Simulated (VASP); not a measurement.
# RuRh2 (P4/mmm) in VASP: further runs

Runs on RuRh2. Level: PBE. Tasks: single point.

Program: VASP 6.6.1. These are calculated values, not measurements. Logs are shortened: lines on timing, memory, paths and dates and some standing lists are left out, and cuts for length are marked.

**1. The cell of the first run**

It takes space group P4/mmm (No. 123, tetragonal). The conventional cell has a = 2.653 Å, b = 2.653 Å, c = 5.054 Å, α = 90.00°, β = 90.00°, γ = 90.00°. Within 3.1 Å of Ru (site symmetry 4/mmm) lie 8 Rh at 2.32 Å and 4 Ru at 2.65 Å. Rh (site symmetry 4mm) has 6 Rh at 2.31 to 2.74 Å and 4 Ru at 2.32 Å within 3.1 Å.

The cell was generated, and may not be a known phase.

**2. Single point, PBE**

Input file INCAR:

```
SYSTEM = RuRh2
PREC = Accurate ; ENCUT = 520
EDIFF = 1E-6 ; ISMEAR = 0
SIGMA = 0.1 ; LREAL = .False.
LASPH = .True. ; NELM = 60
ALGO = Normal ; ISIF = 2
LWAVE = .False. ; LCHARG = .True.
GGA = PE ; LELF = .True.
LVHAR = .True. ; NBANDS = 29
```

Input file KPOINTS:

```
regular mesh
0
Gamma
  6 6 4
  0 0 0
```

Input file POSCAR:

```
RuRh2
1.0
    2.6529559700      0.0000000000      0.0000000000
    0.0000000000      2.6529559700      0.0000000000
    0.0000000000      0.0000000000      5.0544665200
Ru Rh
1 2
Direct
    0.0000000000      0.0000000000      0.0000000000
    0.5000000000      0.5000000000      0.7286017500
    0.5000000000      0.5000000000      0.2713982500
```

Potentials or basis: VASP PAW PBE potentials, release 64 (Ru_pv, Rh_pv).

Command:

```sh
$ cat potpaw_PBE.64/Ru_pv/POTCAR potpaw_PBE.64/Rh_pv/POTCAR > POTCAR
$ mpirun -np 1 vasp_std > vasp.out
```

OUTCAR:

```text
SYSTEM = RuRh2
   PREC = Accurate
   ENCUT = 520
   EDIFF = 1E-6
   ISMEAR = 0
   LREAL = .False.
   LASPH = .True.
   NELM = 60
   ISIF = 2
   GGA = PE

 ion  position               nearest neighbor table
   1  0.000  0.000  0.000-   2 2.32   3 2.32   2 2.32   3 2.32   2 2.32   3 2.32   2 2.32   3 2.32

   2  0.500  0.500  0.729-   3 2.31   1 2.32   1 2.32   1 2.32   1 2.32   3 2.74
   3  0.500  0.500  0.271-   2 2.31   1 2.32   1 2.32   1 2.32   1 2.32   2 2.74

  LATTYP: Found a simple tetragonal cell.
 ALAT       =     2.6529559700
 C/A-ratio  =     1.9052206584

  Lattice vectors:

 A1 = (   2.6529559700,   0.0000000000,   0.0000000000)
 A2 = (   0.0000000000,   2.6529559700,   0.0000000000)
 A3 = (   0.0000000000,   0.0000000000,   5.0544665200)

Analysis of symmetry for initial positions (statically):
=====================================================================
 Subroutine PRICEL returns:
 Original cell was already a primitive cell.

 Routine SETGRP: Setting up the symmetry group for a
 simple tetragonal supercell.

 Subroutine GETGRP returns: Found 16 space group operations
 (whereof 16 operations were pure point group operations)
 out of a pool of 16 trial point group operations.

The static configuration has the point symmetry D_4h.

Analysis of symmetry for dynamics (positions and initial velocities):
=====================================================================
 Subroutine PRICEL returns:
 Original cell was already a primitive cell.

 Routine SETGRP: Setting up the symmetry group for a
 simple tetragonal supercell.

 Subroutine GETGRP returns: Found 16 space group operations
 (whereof 16 operations were pure point group operations)
 out of a pool of 16 trial point group operations.

The dynamic configuration has the point symmetry D_4h.

 Subroutine INISYM returns: Found 16 space group operations
 (whereof 16 operations are pure point group operations),
 and found     1 'primitive' translations

----------------------------------------------------------------------------------------

                                     Primitive cell

  volume of cell :      35.5742

  direct lattice vectors                    reciprocal lattice vectors
     2.652955970  0.000000000  0.000000000     0.376938031  0.000000000  0.000000000
     0.000000000  2.652955970  0.000000000     0.000000000  0.376938031  0.000000000
     0.000000000  0.000000000  5.054466520     0.000000000  0.000000000  0.197844816
[... 85 lines left out ...]
   NELM   =     60;   NELMIN=  2; NELMDL= -5     # of ELM steps
   EDIFF  = 0.1E-05   stopping-criterion for ELM
   LREAL  =      F    real-space projection
   EDIFFG = 0.1E-04   stopping-criterion for IOM
   NSW    =      0    number of steps for IOM
   IBRION =     -1    ionic relax: 0-MD 1-quasi-New 2-CG
   NFREE  =      0    steps in history (QN), initial steepest desc. (CG)
   ISIF   =      2    stress and relaxation
   ISYM   =      2    0-nonsym 1-usesym 2-fastsym
   POTIM  = 0.5000    time-step for ionic-motion
   TEBEG  =    0.0;   TEEND  =   0.0 temperature during run
   PSTRESS=    0.0 pullay stress
   NELECT =      44.0000    total number of electrons
   NUPDOWN=      -1.0000    fix difference up-down
   EMIN   =  10.00;   EMAX   =-10.00  energy-range for DOS
   EFERMI =   0.00;   METHOD = LEGACY
   ISMEAR =     0;   SIGMA  =   0.10  broadening in eV -4-tet -1-fermi 0-gaus
   EFERMI_NEDOS =   21; number of points for ismear=-14 and -15
   IALGO  =     38    algorithm
   IMIX   =      4    mixing-type and parameters
     AMIX     =   0.40;   BMIX     =  1.00
     AMIX_MAG =   1.60;   BMIX_MAG =  1.00
  volume/ion in A,a.u.               =      11.86        80.02
  Fermi-wavevector in a.u.,A,eV,Ry     =   1.757305  3.320826 42.016456  3.088122
  Thomas-Fermi vector in A             =   2.826686
   LORBIT       =      0    0 simple, 1 ext, 2 COOP (PROOUT), +10 PAW based schemes
   GGA     = PE    functional components
   LHFCALC =     F    Hartree Fock is set to
   AEXX    =    0.0000 exact exchange contribution
   IVDW    =     0    specifies the selected vdW correction
   LEPSILON=     F    determine dielectric tensor
   LRPA    =     F    only Hartree local field effects (RPA)
 non-spin polarized calculation
 Gauss-broadening in eV      SIGMA  =   0.10
  energy-cutoff  :      520.00
  volume of cell :       35.57
 maximum number of plane-waves:       992
 NGX is ok and might be reduce to    20
   NGX =  9   NGY =  9   NGZ = 19

 number of electron      43.9999983 magnetization

 Free energy of the ion-electron system (eV)
  ---------------------------------------------------
  ext. energy  EPLUGINS =         0.00000000
  ---------------------------------------------------
  free energy    TOTEN  =       -18.41330360 eV

  energy without entropy =      -18.38725346  energy(sigma->0) =      -18.40027853

 E-fermi :  15.4598     XC(G=0): -14.7892

 val. band max:       15.4490459012   @ k =   0.5000   0.1667   0.2500
 cond. band min:      15.4631185257   @ k =   0.5000   0.1667   0.2500
 fundamental gap:      0.0140726245
 Fermi energy:        15.4598406840

 k-point     1 :       0.0000    0.0000    0.0000
  band No.  band energies     occupation
      1     -32.8138      2.00000
      2     -32.0055      2.00000
      3     -32.0055      2.00000
      4     -31.9749      2.00000
      5     -31.8177      2.00000
      6     -31.8177      2.00000
[... 757 lines left out ...]
     28      20.2767      0.00000
     29      25.0983      0.00000

 [... further k-points ...]

------------------------ aborting loop because EDIFF is reached ----------------------------------------

  FORCE on cell =-STRESS in cart. coord.  units (eV):
  Direction    XX          YY          ZZ          XY          YZ          ZX
  --------------------------------------------------------------------------------------
  -------------------------------------------------------------------------------------
  Total       27.4977266     27.4977266     35.2112660      0.0000000      0.0000000      0.0000000
  in kB     1238.4314230   1238.4314230   1585.8306736      0.0000000      0.0000000      0.0000000
  external PRESSURE =    1354.2311732 kB  Pullay stress =       0.0000000 kB

 VOLUME and BASIS-vectors are now :
 -----------------------------------------------------------------------------
  energy-cutoff  :      520.00
  volume of cell :       35.57
      direct lattice vectors                 reciprocal lattice vectors
     2.652955970  0.000000000  0.000000000     0.376938031  0.000000000  0.000000000
     0.000000000  2.652955970  0.000000000     0.000000000  0.376938031  0.000000000
     0.000000000  0.000000000  5.054466520     0.000000000  0.000000000  0.197844816

 POSITION                                       TOTAL-FORCE (eV/Angst)
 -----------------------------------------------------------------------------------
      0.00000      0.00000      0.00000         0.000000      0.000000      0.000000
      1.32648      1.32648      3.68269        -0.000000     -0.000000     -7.765341
      1.32648      1.32648      1.37177         0.000000     -0.000000      7.765341
 -----------------------------------------------------------------------------------
    total drift:                                0.000000      0.000000     -0.000000

  FREE ENERGIE OF THE ION-ELECTRON SYSTEM (eV)
  ---------------------------------------------------
  free  energy   TOTEN  =       -18.4133036044 eV

  energy  without entropy=      -18.3872534648  energy(sigma->0) =      -18.40027853
```

OSZICAR:

```text
N       E                     dE             d eps       ncg     rms          rms(c)
DAV:   1     0.544437008754E+03    0.54444E+03   -0.26698E+04  1740   0.177E+03
DAV:   2    -0.305409544281E+01   -0.54749E+03   -0.53105E+03  1810   0.547E+02
DAV:   3    -0.194048010793E+02   -0.16351E+02   -0.16152E+02  1975   0.106E+02
DAV:   4    -0.195459478691E+02   -0.14115E+00   -0.14098E+00  1966   0.979E+00
DAV:   5    -0.195480343540E+02   -0.20865E-02   -0.20863E-02  1958   0.117E+00    0.378E+01
DAV:   6    -0.186508748324E+02    0.89716E+00   -0.24960E+00  1880   0.153E+01    0.186E+01
DAV:   7    -0.194594192669E+02   -0.80854E+00   -0.59417E+00  1835   0.228E+01    0.977E+00
DAV:   8    -0.184171172271E+02    0.10423E+01   -0.31826E+00  1815   0.217E+01    0.150E+00
DAV:   9    -0.184142162379E+02    0.29010E-02   -0.80242E-02  1835   0.236E+00    0.982E-01
DAV:  10    -0.184133993079E+02    0.81693E-03   -0.36214E-03  1940   0.618E-01    0.246E-01
DAV:  11    -0.184133024641E+02    0.96844E-04   -0.41447E-04  1895   0.236E-01    0.447E-02
DAV:  12    -0.184133056627E+02   -0.31985E-05   -0.17306E-05  2064   0.419E-02    0.140E-02
DAV:  13    -0.184133045885E+02    0.10741E-05   -0.96436E-07  1121   0.960E-03    0.633E-03
DAV:  14    -0.184133035748E+02    0.10137E-05   -0.23017E-07   955   0.441E-03    0.161E-03
DAV:  15    -0.184133036044E+02   -0.29550E-07   -0.34338E-08   940   0.167E-03
   1 F= -.18413304E+02 E0= -.18400279E+02  d E =-.260501E-01
```

Run time: 21 s. Hardware: 1 thread of AMD EPYC 7R13 (Zen 3), shared host; peak memory 0.13 GiB.

Results:

| Quantity | Value |
| --- | --- |
| Free energy | -18.4133 eV |
| Pressure | 135.4 GPa |
| Largest force | 7.765 eV/Å |
| Band gap on the k mesh | zero (bands 22 and 23 overlap by 2.22 eV) |

Forces in eV/Å, atoms in the order of the input:
```
Ru   0.000  0.000  0.000
Rh   0.000  0.000 -7.765
Rh   0.000  0.000  7.765
```

Stress tensor (GPa, compression positive):
```
123.84   0.00   0.00
  0.00 123.84   0.00
  0.00   0.00 158.58
```

Caveat: the k points lie up to 0.39 Å⁻¹ apart, too coarse for converged energies and pressures of a metal; forces of over 1 eV/Å act on the atoms, so gaps and moduli don't describe the material at rest.

**3. Single point, PBE**

This run uses another cell than the first one, of 15.08 Å³/atom.

Input file INCAR:

```
ALGO     = Fast           # electronic algorithm
EDIFF    = 1E-6           # SCF threshold, eV
ENCUT    = 520            # plane-wave cutoff, eV
GGA      = PE             # functional
ISIF     = 2              # what is computed and relaxed
ISMEAR   = 0              # smearing method
LASPH    = T              # aspherical terms in the spheres
LCHARG   = F              # write CHGCAR
LREAL    = F              # projectors in reciprocal space
LWAVE    = F              # write WAVECAR
NBANDS   = 29             # bands
NELM     = 60             # most SCF steps
PREC     = Accurate       # precision mode
SIGMA    = 0.1            # smearing width, eV
```

Input file KPOINTS:

```
k-points
0
Gamma
  6 6 4
```

Input file POSCAR:

```
RuRh2
1.0
    2.7207337608      0.0000000000      0.0000000000
    0.0000000000      2.7207337608      0.0000000000
    0.0000000000      0.0000000000      6.1123619320
Ru Rh
1 2
Direct
    0.0000000000      0.0000000000      0.0000000000
    0.5000000000      0.5000000000      0.7068415470
    0.5000000000      0.5000000000      0.2931584530
```

Potentials or basis: VASP PAW PBE potentials, release 64 (Ru_pv, Rh_pv).

Command:

```sh
$ cat potpaw_PBE.64/Ru_pv/POTCAR potpaw_PBE.64/Rh_pv/POTCAR > POTCAR
$ mpirun -np 1 vasp_std > vasp.out
```

Wall time 25 s (1 thread of AMD EPYC 7R13 (Zen 3), shared host); peak memory 0.14 GiB.

It converged, with:

| Quantity | Value |
| --- | --- |
| Free energy | -22.9629 eV |
| Pressure | 0.1 GPa |
| Largest force | 0.016 eV/Å |
| Band gap on the k mesh | zero (bands 22 and 23 overlap by 1.73 eV) |

Forces in eV/Å, atoms in the order of the input:
```
Ru   0.000  0.000  0.000
Rh   0.000  0.000 -0.016
Rh   0.000  0.000  0.016
```

Levels at points of the mesh, in eV from the Fermi level:
```
           k point  band 18  band 19  band 20  band 21  band 22  band 23  band 24  band 25  band 26  band 27
(0.00, 0.00, 0.00)    -2.38    -1.75    -1.75    -0.74    -0.01     0.02     0.51     0.89     1.24     1.24
(0.50, 0.00, 0.00)    -2.34    -2.29    -1.64    -0.39     0.26     0.89     1.03     2.00     2.93     3.31
(0.50, 0.50, 0.00)     0.33     0.54     0.86     0.86     1.10     1.19     1.64     3.66     3.66    10.38
(0.00, 0.00, 0.50)    -2.77    -0.69    -0.69    -0.68    -0.18    -0.10     0.48     0.48     0.95     3.06
(0.50, 0.00, 0.50)    -2.12    -1.43    -1.42    -1.17     0.10     0.56     0.77     1.04     2.94     4.31
(0.50, 0.50, 0.50)    -1.06    -1.06     0.76     1.10     1.19     1.30     1.64     6.09     6.09     7.95
```

Caveat: the k points lie up to 0.38 Å⁻¹ apart, too coarse for converged energies and pressures of a metal.
